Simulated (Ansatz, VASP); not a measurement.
## One calculation of GaAs, two programs

```
CELL_PARAMETERS angstrom
0.00000 2.83347 2.83347
2.83347 0.00000 2.83347
2.83347 2.83347 0.00000
ATOMIC_POSITIONS crystal
Ga 0.00000 0.00000 0.00000
As 0.75000 0.75000 0.75000
```

Alike in both runs: functional r2SCAN; k mesh 14 × 14 × 14; occupations fermi-dirac, width 0.1 eV; no spin polarisation.

Ansatz relaxed the structure, and its values are those at the end. VASP's run is a single point on that final structure, the one shown.

|  | VASP | Ansatz |
| --- | --- | --- |
| version | VASP 6.6.1 | Ansatz 0.2.0 |
| potentials or method | VASP PAW PBE potentials, release 64 (Ga_d, As) | PAW with Ansatz's default frozen-core files, scalar-relativistic |
| plane-wave cutoff (eV) | 520 | 500 |
| valence electrons in the cell | 18 | 28 |

VASP gave:

- pressure (GPa): 0.1

What did Ansatz give for the same quantities?

Pressure (GPa): 0.0.

VASP's potentials were made for PBE, not for r2SCAN. VASP's potentials hold 18 valence electrons a cell and Ansatz's 28, so a difference there can come from the potentials and not from the codes.
